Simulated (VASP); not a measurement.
# CdI2 (P-3m1) in VASP: further runs

CdI2 is run at these levels: PBE+D3(BJ); tasks: single point, relaxation of cell and atoms.

All numbers are computed with VASP 6.6.1; they aren't measurements. Logs are shortened: lines on timing, memory, paths and dates and some standing lists are left out, and cuts for length are marked.

## Step 1: The cell of the first run

Symmetry: P-3m1, No. 164, trigonal system. The conventional cell has a = 4.243 Å, b = 4.243 Å, c = 34.141 Å, α = 90.00°, β = 90.00°, γ = 120.00°. Within 3.9 Å of Cd (site symmetry 3m) lie 6 I at 3.00 Å. Cd (site symmetry 3m) has 6 I at 3.00 Å within 3.9 Å. Cd (site symmetry -3m) has 6 I at 3.00 Å within 3.9 Å. Within 3.9 Å of I (site symmetry 3m) lie 3 Cd at 3.00 Å. Within 3.9 Å of I (site symmetry 3m) lie 3 Cd at 3.00 Å. I (site symmetry 3m) has 3 Cd at 3.00 Å within 3.9 Å. Within 3.9 Å of I (site symmetry 3m) lie 3 Cd at 3.00 Å. I (site symmetry 3m) has 3 Cd at 3.00 Å within 3.9 Å.

## Step 2: Single point, PBE+D3(BJ)

Contents of INCAR:

```
SYSTEM = CdI2
  PREC = Accurate
  ENCUT = 500
  EDIFF = 1E-6
  ISMEAR = -1
  SIGMA = 0.02
  LREAL = .False.
  LASPH = .True.
  NELM = 120
  ALGO = Normal
  ISIF = 2
  LWAVE = .False.
  LCHARG = .False.
  GGA = PE
  IVDW = 12
  NBANDS = 78
  GGA_COMPAT = .False.
```

Contents of KPOINTS:

```
regular mesh
0
Gamma
  6 6 1
  0 0 0
```

Contents of POSCAR:

```
CdI2
1.0
    4.2426498545      0.0000000000      0.0000000000
   -2.1213249273      3.6742425534      0.0000000000
    0.0000000000      0.0000000000     34.1406491817
Cd I
5 10
Direct
    0.6666666667      0.3333333333      0.7999786609
    0.0000000000      0.0000000000      0.4000703429
    0.3333333333      0.6666666667      0.2000213391
    0.0000000000      0.0000000000      0.5999296571
    0.0000000000      0.0000000000      0.0000000000
    0.6666666667      0.3333333333      0.9493326964
    0.3333333333      0.6666666667      0.0506673036
    0.6666666667      0.3333333333      0.1493394121
    0.3333333333      0.6666666667      0.4507242929
    0.3333333333      0.6666666667      0.8506605879
    0.6666666667      0.3333333333      0.3493900993
    0.0000000000      0.0000000000      0.7493201145
    0.3333333333      0.6666666667      0.6506099007
    0.6666666667      0.3333333333      0.5492757071
    0.0000000000      0.0000000000      0.2506798855
```

Potentials or basis: VASP PAW PBE potentials, release 64 (Cd, I).

The run is started by

```
$ cat potpaw_PBE.64/Cd/POTCAR potpaw_PBE.64/I/POTCAR > POTCAR
$ mpirun -np 1 vasp_std > vasp.out
```

OUTCAR:

```text
SYSTEM = CdI2
   PREC = Accurate
   ENCUT = 500
   EDIFF = 1E-6
   ISMEAR = -1
   LREAL = .False.
   LASPH = .True.
   NELM = 120
   ISIF = 2
   GGA = PE
   IVDW = 12
 IVDW          = 12

 ion  position               nearest neighbor table
   1  0.667  0.333  0.800-  12 3.00  12 3.00  12 3.00  10 3.00  10 3.00  10 3.00
   2  0.000  0.000  0.400-   9 3.00   9 3.00   9 3.00  11 3.00  11 3.00  11 3.00
   3  0.333  0.667  0.200-  15 3.00  15 3.00  15 3.00   8 3.00   8 3.00   8 3.00
   4  0.000  0.000  0.600-  14 3.00  14 3.00  14 3.00  13 3.00  13 3.00  13 3.00
   5  0.000  0.000  0.000-   6 3.00   7 3.00   6 3.00   7 3.00   6 3.00   7 3.00
   6  0.667  0.333  0.949-   5 3.00   5 3.00   5 3.00
   7  0.333  0.667  0.051-   5 3.00   5 3.00   5 3.00
   8  0.667  0.333  0.149-   3 3.00   3 3.00   3 3.00
   9  0.333  0.667  0.451-   2 3.00   2 3.00   2 3.00
  10  0.333  0.667  0.851-   1 3.00   1 3.00   1 3.00
  11  0.667  0.333  0.349-   2 3.00   2 3.00   2 3.00
  12  0.000  0.000  0.749-   1 3.00   1 3.00   1 3.00
  13  0.333  0.667  0.651-   4 3.00   4 3.00   4 3.00
  14  0.667  0.333  0.549-   4 3.00   4 3.00   4 3.00
  15  0.000  0.000  0.251-   3 3.00   3 3.00   3 3.00

  LATTYP: Found a hexagonal cell.
 ALAT       =     4.2426498545
 C/A-ratio  =     8.0470107957

  Lattice vectors:

 A1 = (   4.2426498545,   0.0000000000,   0.0000000000)
 A2 = (  -2.1213249273,   3.6742425534,   0.0000000000)
 A3 = (   0.0000000000,   0.0000000000,  34.1406491817)

Analysis of symmetry for initial positions (statically):
=====================================================================
 Subroutine PRICEL returns:
 Original cell was already a primitive cell.

 Routine SETGRP: Setting up the symmetry group for a
 hexagonal supercell.

 Subroutine GETGRP returns: Found 12 space group operations
 (whereof 12 operations were pure point group operations)
 out of a pool of 24 trial point group operations.

The static configuration has the point symmetry D_3d.

Analysis of symmetry for dynamics (positions and initial velocities):
=====================================================================
 Subroutine PRICEL returns:
 Original cell was already a primitive cell.

 Routine SETGRP: Setting up the symmetry group for a
 hexagonal supercell.
[... 125 lines left out ...]
   NUPDOWN=      -1.0000    fix difference up-down
   EMIN   =  10.00;   EMAX   =-10.00  energy-range for DOS
   EFERMI =   0.00;   METHOD = LEGACY
   ISMEAR =    -1;   SIGMA  =   0.02  broadening in eV -4-tet -1-fermi 0-gaus
   EFERMI_NEDOS =   21; number of points for ismear=-14 and -15
   IALGO  =     38    algorithm
   IMIX   =      4    mixing-type and parameters
     AMIX     =   0.40;   BMIX     =  1.00
     AMIX_MAG =   1.60;   BMIX_MAG =  1.00
  volume/ion in A,a.u.               =      35.48       239.43
  Fermi-wavevector in a.u.,A,eV,Ry     =   1.023365  1.933879 14.249040  1.047275
  Thomas-Fermi vector in A             =   2.157094
   LORBIT       =      0    0 simple, 1 ext, 2 COOP (PROOUT), +10 PAW based schemes
   GGA     = PE    functional components
   LHFCALC =     F    Hartree Fock is set to
   AEXX    =    0.0000 exact exchange contribution
   IVDW    =    12    specifies the selected vdW correction
   LEPSILON=     F    determine dielectric tensor
   LRPA    =     F    only Hartree local field effects (RPA)
 non-spin polarized calculation
  energy-cutoff  :      500.00
  volume of cell :      532.20
 maximum number of plane-waves:     13607
 NGX is ok and might be reduce to    32
   NGX = 15   NGY = 15   NGZ =125

 number of electron     129.9999978 magnetization

 Free energy of the ion-electron system (eV)
  ---------------------------------------------------
  ext. energy  EPLUGINS =         0.00000000
  ---------------------------------------------------
  free energy    TOTEN  =       -27.41541627 eV

  energy without entropy =      -27.41541627  energy(sigma->0) =      -27.41541627

 E-fermi :   2.5429     XC(G=0):  -8.6101

 val. band max:        2.0867554611   @ k =   0.1667   0.0000   0.0000
 cond. band min:       4.3358812520   @ k =   0.5000   0.0000   0.0000
 fundamental gap:      2.2491257909
 Fermi energy:         2.5429068403

 k-point     1 :       0.0000    0.0000    0.0000
  band No.  band energies     occupation
      1     -10.0467      2.00000
      2      -9.9966      2.00000
      3      -9.9953      2.00000
      4      -9.8833      2.00000
      5      -9.8744      2.00000
      6      -9.5521      2.00000
[... 549 lines left out ...]
     76       8.0773      0.00000
     77       8.3665      0.00000
 [bands above 77 left out]

------------------------ aborting loop because EDIFF is reached ----------------------------------------

 Edisp (eV)   -5.01538

 E8    (eV) :    -2.2487

  FORCE on cell =-STRESS in cart. coord.  units (eV):
  Direction    XX          YY          ZZ          XY          YZ          ZX
  --------------------------------------------------------------------------------------
  -------------------------------------------------------------------------------------
  Total       0.40311     0.40311     0.31765    -0.00000     0.00000     0.00000
  in kB       1.21354     1.21354     0.95628    -0.00000     0.00000     0.00000
  external pressure =        1.13 kB  Pullay stress =        0.00 kB

 VOLUME and BASIS-vectors are now :
 -----------------------------------------------------------------------------
  energy-cutoff  :      500.00
  volume of cell :      532.20
      direct lattice vectors                 reciprocal lattice vectors
     4.242649854  0.000000000  0.000000000     0.235701751  0.136082469  0.000000000
    -2.121324927  3.674242553  0.000000000     0.000000000  0.272164939  0.000000000
     0.000000000  0.000000000 34.140649182     0.000000000  0.000000000  0.029290597

 POSITION                                       TOTAL-FORCE (eV/Angst)
 -----------------------------------------------------------------------------------
      2.12132      1.22475     27.31179         0.000000     -0.000000     -0.000630
      0.00000      0.00000     13.65866         0.000000     -0.000000     -0.000100
     -0.00000      2.44950      6.82886        -0.000000      0.000000      0.000630
      0.00000      0.00000     20.48199         0.000000      0.000000      0.000100
      0.00000      0.00000      0.00000         0.000000      0.000000     -0.000000
      2.12132      1.22475     32.41083         0.000000     -0.000000     -0.021397
     -0.00000      2.44950      1.72981        -0.000000      0.000000      0.021397
      2.12132      1.22475      5.09854         0.000000     -0.000000     -0.020947
     -0.00000      2.44950     15.38802        -0.000000     -0.000000      0.021028
     -0.00000      2.44950     29.04210        -0.000000      0.000000      0.020947
      2.12132      1.22475     11.92840         0.000000     -0.000000     -0.022032
      0.00000      0.00000     25.58228        -0.000000      0.000000     -0.021352
     -0.00000      2.44950     22.21224        -0.000000      0.000000      0.022032
      2.12132      1.22475     18.75263         0.000000      0.000000     -0.021028
      0.00000      0.00000      8.55837         0.000000     -0.000000      0.021352
 -----------------------------------------------------------------------------------
    total drift:                                0.000000      0.000000      0.000000

  FREE ENERGIE OF THE ION-ELECTRON SYSTEM (eV)
  ---------------------------------------------------
  free  energy   TOTEN  =       -32.4307985392 eV

  energy  without entropy=      -32.4307985391  energy(sigma->0) =      -32.43079854
```

It took 3.5 min on 1 thread of Intel Xeon 6975P-C (Granite Rapids), shared host; peak memory 0.62 GiB.

Results:

```yaml
Free_energy: -32.4308 eV
Pressure: 0.1 GPa
Largest_force: 0.022 eV/Å
Band_gap_on_the_k_mesh: 2.25 eV (least direct gap 2.39 eV)
Dispersion_energy_per_atom: -0.334 eV
```

Forces on the atoms (eV/Å):
```
Cd   0.000  0.000 -0.001
Cd   0.000  0.000  0.000
Cd   0.000  0.000  0.001
Cd   0.000  0.000  0.000
Cd   0.000  0.000  0.000
I    0.000  0.000 -0.021
I    0.000  0.000  0.021
I    0.000  0.000 -0.021
I    0.000  0.000  0.021
I    0.000  0.000  0.021
I    0.000  0.000 -0.022
I    0.000  0.000 -0.021
I    0.000  0.000  0.022
I    0.000  0.000 -0.021
I    0.000  0.000  0.021
```

Caveat: spin-orbit coupling is left out, which moves the levels of the heavy elements.

## Step 3: Relaxation of cell and atoms, PBE+D3(BJ)

This run uses another cell than the first one, of 38.64 Å³/atom.

Contents of INCAR:

```
PREC = Accurate
ENCUT = 500
EDIFF = 1E-7
ISMEAR = -1
SIGMA = 0.02
LREAL = F
LASPH = T
NELM = 120
ALGO = Normal
ISIF = 3
LWAVE = F
LCHARG = F
GGA = PE
IVDW = 12
IBRION = 2
NSW = 80
EDIFFG = -0.005
GGA_COMPAT = F
NELMIN = 4
```

Contents of KPOINTS:

```
Automatic mesh
0
Gamma
  6 6 1
```

Contents of POSCAR:

```
CdI2
1.0
    4.2893500963      0.0000000000      0.0000000000
   -2.1446750482      3.7146861492      0.0000000000
    0.0000000000      0.0000000000     36.3727908300
Cd I
5 10
Direct
    0.6666666700      0.3333333300      0.8001474000
    0.0000000000      0.0000000000      0.4000643900
    0.3333333300      0.6666666700      0.1998526000
    0.0000000000      0.0000000000      0.5999356100
    0.0000000000      0.0000000000      0.0000000000
    0.6666666700      0.3333333300      0.9526825100
    0.3333333300      0.6666666700      0.0473174900
    0.6666666700      0.3333333300      0.1525591000
    0.3333333300      0.6666666700      0.4473104500
    0.3333333300      0.6666666700      0.8474409000
    0.6666666700      0.3333333300      0.3526811300
    0.0000000000      0.0000000000      0.7527997600
    0.3333333300      0.6666666700      0.6473188700
    0.6666666700      0.3333333300      0.5526895500
    0.0000000000      0.0000000000      0.2472002400
```

Potentials or basis: VASP PAW PBE potentials, release 64 (Cd, I).

The run is started by

```
$ cat potpaw_PBE.64/Cd/POTCAR potpaw_PBE.64/I/POTCAR > POTCAR
$ mpirun -np 1 vasp_std > vasp.out
```

Wall time 59 min (1 thread of Intel Xeon 6975P-C (Granite Rapids), shared host); peak memory 0.78 GiB.

The run converged. Its results:

```yaml
Free_energy: -32.4330 eV
Relaxed_volume: 35.56 Å³/atom
Relaxed_cell: a = 4.250 Å, b = 4.250 Å, c = 34.090 Å, α = 90.00°, β = 90.00°, γ = 120.00°
Space_group_after_relaxing_to_0.1_Å: P-3m1 (No. 164)
Energy_gained_by_relaxing: 10.0 meV/atom
Ionic_steps: 22
Pressure_after_relaxing: 0.0 GPa
Band_gap_on_the_k_mesh: 2.25 eV (least direct gap 2.38 eV)
Dispersion_energy_per_atom: -0.334 eV
```

Forces in eV/Å, atoms in the order of the input:
```
Cd   0.000  0.000 -0.001
Cd   0.000  0.000 -0.001
Cd   0.000  0.000  0.001
Cd   0.000  0.000  0.001
Cd   0.000  0.000  0.000
I    0.000  0.000 -0.002
I    0.000  0.000  0.002
I    0.000  0.000  0.000
I    0.000  0.000  0.001
I    0.000  0.000  0.000
I    0.000  0.000 -0.001
I    0.000  0.000 -0.002
I    0.000  0.000  0.001
I    0.000  0.000 -0.001
I    0.000  0.000  0.002
```

Step by step:
| step | energy change (eV) | largest force (eV/Å) | pressure (GPa) | volume (Å³) |
| --- | --- | --- | --- | --- |
| 1 | 0.0000 | 0.0602 | -0.62 | 579.55 |
| 2 | -0.0279 | 0.1696 | -0.01 | 567.05 |
| 3 | -0.0281 | 0.1811 | 0.06 | 565.80 |
| 4 | -0.0434 | 0.1598 | 0.05 | 563.04 |
| 5 | -0.0801 | 0.1108 | 0.05 | 554.81 |
| 6 | -0.1085 | 0.0516 | 0.09 | 538.59 |
| 7 | -0.1283 | 0.0507 | -0.01 | 536.67 |
| 8 | -0.1431 | 0.0666 | -0.14 | 533.65 |
| 9 | -0.1437 | 0.0766 | -0.16 | 532.89 |
| 10 | -0.1466 | 0.0112 | 0.21 | 527.88 |
| 11 | -0.1476 | 0.0217 | 0.08 | 529.56 |
| 12 | -0.1489 | 0.0160 | 0.03 | 530.90 |
| 13 | -0.1491 | 0.0141 | -0.01 | 531.69 |
| 14 | -0.1491 | 0.0142 | 0.00 | 531.63 |
| 15 | -0.1493 | 0.0081 | 0.01 | 531.68 |
| 16 | -0.1494 | 0.0031 | 0.03 | 531.72 |
| 17 | -0.1494 | 0.0092 | 0.06 | 531.80 |
| 18 | -0.1494 | 0.0045 | 0.05 | 531.76 |
| 19 | -0.1495 | 0.0042 | 0.04 | 532.01 |
| 20 | -0.1496 | 0.0031 | 0.01 | 532.76 |
| 21 | -0.1496 | 0.0018 | -0.04 | 534.25 |
| 22 | -0.1497 | 0.0025 | -0.01 | 533.36 |

Final structure:
```cif
data_structure
_symmetry_space_group_name_H-M 'P 1'
_symmetry_Int_Tables_number 1
_cell_length_a 4.2504
_cell_length_b 4.2504
_cell_length_c 34.0897
_cell_angle_alpha 90.000
_cell_angle_beta 90.000
_cell_angle_gamma 120.000
_cell_volume 533.36
loop_
_atom_site_label
_atom_site_type_symbol
_atom_site_fract_x
_atom_site_fract_y
_atom_site_fract_z
_atom_site_occupancy
Cd1 Cd 0.66667 0.33333 0.80009 1
Cd2 Cd 0.00000 0.00000 0.40001 1
Cd3 Cd 0.33333 0.66667 0.19991 1
Cd4 Cd 0.00000 0.00000 0.59999 1
Cd5 Cd 0.00000 0.00000 0.00000 1
I1 I 0.66667 0.33333 0.94927 1
I2 I 0.33333 0.66667 0.05073 1
I3 I 0.66667 0.33333 0.14915 1
I4 I 0.33333 0.66667 0.45075 1
I5 I 0.33333 0.66667 0.85085 1
I6 I 0.66667 0.33333 0.34924 1
I7 I 0.00000 0.00000 0.74936 1
I8 I 0.33333 0.66667 0.65076 1
I9 I 0.66667 0.33333 0.54925 1
I10 I 0.00000 0.00000 0.25064 1
```

Levels at points of the mesh, in eV from the valence-band top:
```csv
k point,band 61,band 62,band 63,band 64,band 65,band 66,band 67,band 68,band 69,band 70
"(0.00, 0.00, 0.00)",-0.10,-0.03,-0.03,-0.02,-0.02,2.40,2.86,2.86,3.49,3.50
"(0.50, 0.00, 0.00)",-0.41,-0.36,-0.25,-0.25,-0.13,2.25,2.27,2.44,2.49,2.62
```

Caveat: spin-orbit coupling is left out, which moves the levels of the heavy elements.
